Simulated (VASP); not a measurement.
# Au (I4/mmm) in VASP: a series of runs

Runs on Au. Level: PBE. Tasks: single point.

All numbers are computed with VASP 6.6.1; they aren't measurements. Logs are shortened: lines on timing, memory, paths and dates and some standing lists are left out, and cuts for length are marked.

**1. The cell of the first run**

It takes space group I4/mmm (No. 139, tetragonal). The conventional cell has a = 2.878 Å, b = 2.878 Å, c = 4.029 Å, α = 90.00°, β = 90.00°, γ = 90.00°. Within 3.8 Å of Au (site symmetry 4/mmm) lie 12 Au at 2.86 to 2.88 Å.

**2. Single point, PBE**

INCAR

```
  PREC = Accurate
  ENCUT = 520
  EDIFF = 1E-7
  ISMEAR = -1
  SIGMA = 0.05
  LREAL = False
  LASPH = True
  NELM = 100
  ALGO = Normal
  ISIF = 2
  LWAVE = False
  LCHARG = True
  GGA = PE
  LELF = True
  LVHAR = True
  NBANDS = 12
```

KPOINTS

```
regular mesh
0
Gamma
  9 9 9
```

POSCAR

```
Au
1.0
    0.0000000000      2.0350000000      2.0146500000
    2.0350000000      0.0000000000      2.0146500000
    2.0350000000      2.0350000000      0.0000000000
Au
1
Direct
    0.0000000000      0.0000000000      0.0000000000
```

Potentials or basis: VASP PAW PBE potentials, release 64 (Au).

The run is started by

```
$ cat potpaw_PBE.64/Au/POTCAR > POTCAR
$ mpirun -np 1 vasp_std > vasp.out
```

OUTCAR:

```text
PREC = Accurate
   ENCUT = 520
   EDIFF = 1E-7
   ISMEAR = -1
   LREAL = False
   LASPH = True
   NELM = 100
   ISIF = 2
   GGA = PE

 ion  position               nearest neighbor table
   1  0.000  0.000  0.000-

  LATTYP: Found a body centered tetragonal cell.
 ALAT       =     2.8779245994
 C/A-ratio  =     1.4000714267

  Lattice vectors:

 A1 = (   0.0000000000,  -2.0350000000,  -2.0146500000)
 A2 = (   0.0000000000,   2.0350000000,  -2.0146500000)
 A3 = (   2.0350000000,   0.0000000000,   2.0146500000)

Analysis of symmetry for initial positions (statically):
=====================================================================
 Subroutine PRICEL returns:
 Original cell was already a primitive cell.

 Routine SETGRP: Setting up the symmetry group for a
 body centered tetragonal supercell.

 Subroutine GETGRP returns: Found 16 space group operations
 (whereof 16 operations were pure point group operations)
 out of a pool of 16 trial point group operations.

The static configuration has the point symmetry D_4h.

Analysis of symmetry for dynamics (positions and initial velocities):
=====================================================================
 Subroutine PRICEL returns:
 Original cell was already a primitive cell.

 Routine SETGRP: Setting up the symmetry group for a
 body centered tetragonal supercell.

 Subroutine GETGRP returns: Found 16 space group operations
 (whereof 16 operations were pure point group operations)
 out of a pool of 16 trial point group operations.

The dynamic configuration has the point symmetry D_4h.

 Subroutine INISYM returns: Found 16 space group operations
 (whereof 16 operations are pure point group operations),
 and found     1 'primitive' translations

----------------------------------------------------------------------------------------

                                     Primitive cell

  volume of cell :      16.6862

  direct lattice vectors                    reciprocal lattice vectors
     0.000000000  2.035000000  2.014650000    -0.245700246  0.245700246  0.248182066
     2.035000000  0.000000000  2.014650000     0.245700246 -0.245700246  0.248182066
     2.035000000  2.035000000  0.000000000     0.245700246  0.245700246 -0.248182066

  length of vectors
     2.863571131  2.863571131  2.877924599     0.427002997  0.427002997  0.427002997

  position of ions in fractional coordinates (direct lattice)
     0.000000000  0.000000000  0.000000000

  ion indices of the primitive-cell ions
   primitive index   ion index
                 1           1

----------------------------------------------------------------------------------------

 KPOINTS: regular mesh

Automatic generation of k-mesh.
 Grid dimensions read from file:
 generate k-points for:    9    9    9

 Generating k-lattice:

  Cartesian coordinates                     Fractional coordinates (reciprocal lattice)
    -0.027300027  0.027300027  0.027575785     0.111111111 -0.000000000  0.000000000
     0.027300027 -0.027300027  0.027575785    -0.000000000  0.111111111  0.000000000
     0.027300027  0.027300027 -0.027575785     0.000000000  0.000000000  0.111111111

  Length of vectors
     0.047444777  0.047444777  0.047444777

  Shift w.r.t. Gamma in fractional coordinates (k-lattice)
     0.000000000  0.000000000  0.000000000

 Subroutine IBZKPT returns following result:
 ===========================================

 Found     75 irreducible k-points:

 Following reciprocal coordinates:
            Coordinates               Weight
  0.000000  0.000000  0.000000      1.000000
  0.111111  0.000000  0.000000      8.000000
  0.222222  0.000000  0.000000      8.000000
  0.333333  0.000000  0.000000      8.000000
  0.444444  0.000000  0.000000      8.000000
  0.111111  0.111111  0.000000      2.000000
[... 16 lines left out ...]
 -0.333333  0.333333  0.000000      4.000000
  0.444444  0.444444  0.000000      2.000000
 [... further k-points ...]
   k-points           NKPTS =     75   k-points in BZ     NKDIM =     75   number of bands    NBANDS=     12
   number of dos      NEDOS =    301   number of ions     NIONS =      1
   total plane-waves  NPLWV =  13824
   dimension x,y,z NGX =    24 NGY =   24 NGZ =   24
   dimension x,y,z NGXF=    48 NGYF=   48 NGZF=   48
   ions per type =               1
   NGX,Y,Z   is equivalent  to a cutoff of  13.93, 13.93, 13.86 a.u.
   NGXF,Y,Z  is equivalent  to a cutoff of  27.87, 27.87, 27.73 a.u.
 SYSTEM =  unknown system
   PREC   = accura    normal or accurate (medium, high low for compatibility)
   ISTART =      0    job   : 0-new  1-cont  2-samecut
   ICHARG =      2    charge: 1-file 2-atom 10-const
   ISPIN  =      1    spin polarized calculation?
   LNONCOLLINEAR =      F non collinear calculations
   LSORBIT =      F    spin-orbit coupling
   LASPH  =      T    aspherical Exc in radial PAW
   ENCUT  =  520.0 eV  38.22 Ry    6.18 a.u.   5.32  5.32  5.35*2*pi/ulx,y,z
   NELM   =    100;   NELMIN=  2; NELMDL= -5     # of ELM steps
   EDIFF  = 0.1E-06   stopping-criterion for ELM
   LREAL  =      F    real-space projection
   EDIFFG = 0.1E-05   stopping-criterion for IOM
   NSW    =      0    number of steps for IOM
   IBRION =     -1    ionic relax: 0-MD 1-quasi-New 2-CG
   NFREE  =      0    steps in history (QN), initial steepest desc. (CG)
   ISIF   =      2    stress and relaxation
   ISYM   =      2    0-nonsym 1-usesym 2-fastsym
   POTIM  = 0.5000    time-step for ionic-motion
   TEBEG  =    0.0;   TEEND  =   0.0 temperature during run
   PSTRESS=    0.0 pullay stress
   NELECT =      11.0000    total number of electrons
   NUPDOWN=      -1.0000    fix difference up-down
   EMIN   =  10.00;   EMAX   =-10.00  energy-range for DOS
[... 5 lines left out ...]
     AMIX     =   0.40;   BMIX     =  1.00
     AMIX_MAG =   1.60;   BMIX_MAG =  1.00
  volume/ion in A,a.u.               =      16.69       112.60
  Fermi-wavevector in a.u.,A,eV,Ry     =   1.424797  2.692475 27.620450  2.030046
  Thomas-Fermi vector in A             =   2.545249
   LORBIT       =      0    0 simple, 1 ext, 2 COOP (PROOUT), +10 PAW based schemes
   GGA     = PE    functional components
   LHFCALC =     F    Hartree Fock is set to
   AEXX    =    0.0000 exact exchange contribution
   IVDW    =     0    specifies the selected vdW correction
   LEPSILON=     F    determine dielectric tensor
   LRPA    =     F    only Hartree local field effects (RPA)
 non-spin polarized calculation
  energy-cutoff  :      520.00
  volume of cell :       16.69
 maximum number of plane-waves:       461
 NGX is ok and might be reduce to    24
   NGX = 11   NGY = 11   NGZ = 11

 number of electron      10.9999999 magnetization

 Free energy of the ion-electron system (eV)
  ---------------------------------------------------
  ext. energy  EPLUGINS =         0.00000000
  ---------------------------------------------------
  free energy    TOTEN  =        -3.19947406 eV

  energy without entropy =       -3.19903077  energy(sigma->0) =       -3.19925242

 E-fermi :   9.7870     XC(G=0): -12.8422

 val. band max:        9.5032051416   @ k =   0.4444   0.3333   0.0000
 cond. band min:       9.8127273658   @ k =   0.4444   0.0000   0.4444
 fundamental gap:      0.3095222242
 Fermi energy:         9.7869965868

 k-point     1 :       0.0000    0.0000    0.0000
  band No.  band energies     occupation
      1      -0.2499      2.00000
      2       4.9990      2.00000
      3       4.9990      2.00000
      4       5.0881      2.00000
      5       6.5481      2.00000
      6       6.6499      2.00000
      7      24.3243      0.00000
      8      28.3814      0.00000
      9      28.3814      0.00000
     10      28.5672      0.00000
     11      33.4186      0.00000
     12      38.1548      0.00000

 k-point     2 :       0.1111    0.0000    0.0000
  band No.  band energies     occupation
      1       0.1815      2.00000
      2       4.8925      2.00000
      3       5.1383      2.00000
      4       5.2026      2.00000
      5       6.4990      2.00000
      6       6.5889      2.00000
      7      24.7810      0.00000
      8      26.2524      0.00000
      9      28.9055      0.00000
     10      29.0274      0.00000
     11      33.8962      0.00000
     12      36.2198      0.00000

 k-point     3 :       0.2222    0.0000    0.0000
  band No.  band energies     occupation
      1       1.2844      2.00000
      2       4.7971      2.00000
      3       5.2907      2.00000
      4       5.3680      2.00000
      5       6.6353      2.00000
      6       6.6785      2.00000
      7      22.2130      0.00000
      8      25.5544      0.00000
      9      29.9614      0.00000
     10      30.0630      0.00000
     11      31.6897      0.00000
     12      33.2833      0.00000
[... 286 lines left out ...]
 k-point    23 :      -0.3333    0.3333    0.0000
  band No.  band energies     occupation
      1       3.5124      2.00000
      2       4.3138      2.00000
      3       5.2628      2.00000
      4       6.4708      2.00000
      5       7.3739      2.00000
      6      12.2465      0.00000
      7      16.4626      0.00000
      8      17.2697      0.00000
      9      24.1840      0.00000
     10      26.9034      0.00000
     11      35.2648      0.00000
     12      35.7100      0.00000

 k-point    24 :       0.4444    0.4444    0.0000
  band No.  band energies     occupation
      1       2.6295      2.00000
      2       2.9519      2.00000
      3       7.7545      2.00000
      4       8.0388      2.00000
      5       8.0388      2.00000
      6       9.9717      0.04851
      7      17.1307      0.00000
      8      20.0989      0.00000
      9      20.0989      0.00000
     10      27.0499      0.00000
     11      29.6923      0.00000
     12      37.4908      0.00000

 [... further k-points ...]

------------------------ aborting loop because EDIFF is reached ----------------------------------------

  FORCE on cell =-STRESS in cart. coord.  units (eV):
  Direction    XX          YY          ZZ          XY          YZ          ZX
  --------------------------------------------------------------------------------------
  -------------------------------------------------------------------------------------
  Total        1.2818513      1.2818513      1.3434042      0.0000000     -0.0000000     -0.0000000
  in kB      123.0806537    123.0806537    128.9908365      0.0000000     -0.0000000     -0.0000000
  external PRESSURE =     125.0507146 kB  Pullay stress =       0.0000000 kB

 VOLUME and BASIS-vectors are now :
 -----------------------------------------------------------------------------
  energy-cutoff  :      520.00
  volume of cell :       16.69
      direct lattice vectors                 reciprocal lattice vectors
     0.000000000  2.035000000  2.014650000    -0.245700246  0.245700246  0.248182066
     2.035000000  0.000000000  2.014650000     0.245700246 -0.245700246  0.248182066
     2.035000000  2.035000000  0.000000000     0.245700246  0.245700246 -0.248182066

 POSITION                                       TOTAL-FORCE (eV/Angst)
 -----------------------------------------------------------------------------------
      0.00000      0.00000      0.00000        -0.000000      0.000000      0.000000
 -----------------------------------------------------------------------------------
    total drift:                               -0.000000     -0.000000     -0.000000

  FREE ENERGIE OF THE ION-ELECTRON SYSTEM (eV)
  ---------------------------------------------------
  free  energy   TOTEN  =        -3.1994740582 eV

  energy  without entropy=       -3.1990307725  energy(sigma->0) =       -3.19925242
```

Run time: 17 s. Hardware: 1 thread of Intel Xeon 8259CL, shared host; peak memory 0.15 GiB.

What came out:

```yaml
Free_energy: -3.1995 eV
Pressure: 12.5 GPa
```

Caveat: spin-orbit coupling is left out, which moves the levels of the heavy elements.

**3. Single point, PBE**

This run uses another cell than the first one, of 17.02 Å³/atom, 1.020 times its volume.

INCAR

```
ALGO     = Normal         # electronic algorithm
EDIFF    = 1E-6           # SCF threshold, eV
ENCUT    = 520            # plane-wave cutoff, eV
GGA      = PE             # functional
ISIF     = 2              # what is computed and relaxed
ISMEAR   = -1             # smearing method
LASPH    = T              # aspherical terms in the spheres
LCHARG   = T              # write CHGCAR
LELF     = T              # ELF
LREAL    = F              # projectors in reciprocal space
LVHAR    = T            
LWAVE    = F              # write WAVECAR
NBANDS   = 12             # bands
NELM     = 60             # most SCF steps
PREC     = Accurate       # precision mode
SIGMA    = 0.05           # smearing width, eV
```

KPOINTS

```
k-points
0
Gamma
  9 9 9
```

POSCAR

```
Au
1.0
    0.0000000000      2.0350000000      2.0553500000
    2.0350000000      0.0000000000      2.0553500000
    2.0350000000      2.0350000000      0.0000000000
Au
1
Direct
    0.0000000000      0.0000000000      0.0000000000
```

Potentials or basis: VASP PAW PBE potentials, release 64 (Au).

The run is started by

```
$ cat potpaw_PBE.64/Au/POTCAR > POTCAR
$ mpirun -np 1 vasp_std > vasp.out
```

OUTCAR:

```text
EDIFF = 1E-6
   ENCUT = 520
   GGA = PE
   ISIF = 2
   ISMEAR = -1
   LASPH = T
   LREAL = F
   NELM = 60
   PREC = Accurate

 ion  position               nearest neighbor table
   1  0.000  0.000  0.000-

  LATTYP: Found a body centered tetragonal cell.
 ALAT       =     2.8779245994
 C/A-ratio  =     1.4283556980

  Lattice vectors:

 A1 = (  -2.0350000000,   0.0000000000,   2.0553500000)
 A2 = (   2.0350000000,   0.0000000000,   2.0553500000)
[... 539 lines left out ...]
     12      37.3096      0.00000

 [... further k-points ...]

------------------------ aborting loop because EDIFF is reached ----------------------------------------

  FORCE on cell =-STRESS in cart. coord.  units (eV):
  Direction    XX          YY          ZZ          XY          YZ          ZX
  --------------------------------------------------------------------------------------
  -------------------------------------------------------------------------------------
  Total        0.9171835      0.9171835      0.8714297      0.0000000      0.0000000      0.0000000
  in kB       86.3221378     86.3221378     82.0159519      0.0000000      0.0000000      0.0000000
  external PRESSURE =      84.8867425 kB  Pullay stress =       0.0000000 kB

 VOLUME and BASIS-vectors are now :
 -----------------------------------------------------------------------------
  energy-cutoff  :      520.00
  volume of cell :       17.02
      direct lattice vectors                 reciprocal lattice vectors
     0.000000000  2.035000000  2.055350000    -0.245700246  0.245700246  0.243267570
     2.035000000  0.000000000  2.055350000     0.245700246 -0.245700246  0.243267570
     2.035000000  2.035000000  0.000000000     0.245700246  0.245700246 -0.243267570

 POSITION                                       TOTAL-FORCE (eV/Angst)
 -----------------------------------------------------------------------------------
      0.00000      0.00000      0.00000         0.000000      0.000000      0.000000
 -----------------------------------------------------------------------------------
    total drift:                               -0.000000      0.000000      0.000000

  FREE ENERGIE OF THE ION-ELECTRON SYSTEM (eV)
  ---------------------------------------------------
  free  energy   TOTEN  =        -3.2218092089 eV

  energy  without entropy=       -3.2214633835  energy(sigma->0) =       -3.22163630
```

It took 17 s on 1 thread of Intel Xeon 8259CL, shared host; peak memory 0.15 GiB.

Results:

```
Free energy : -3.2218 eV
Pressure    : 8.5 GPa
```

Stress tensor (GPa, compression positive):
```
8.63 0.00 0.00
0.00 8.63 0.00
0.00 0.00 8.20
```

Levels at points of the mesh, in eV from the Fermi level:
```
           k point  band 3  band 4  band 5  band 6  band 7  band 8  band 9  band 10
(0.00, 0.00, 0.00)   -4.67   -4.67   -3.23   -3.14   14.52   18.40   18.58    18.58
```

Caveat: spin-orbit coupling is left out, which moves the levels of the heavy elements.
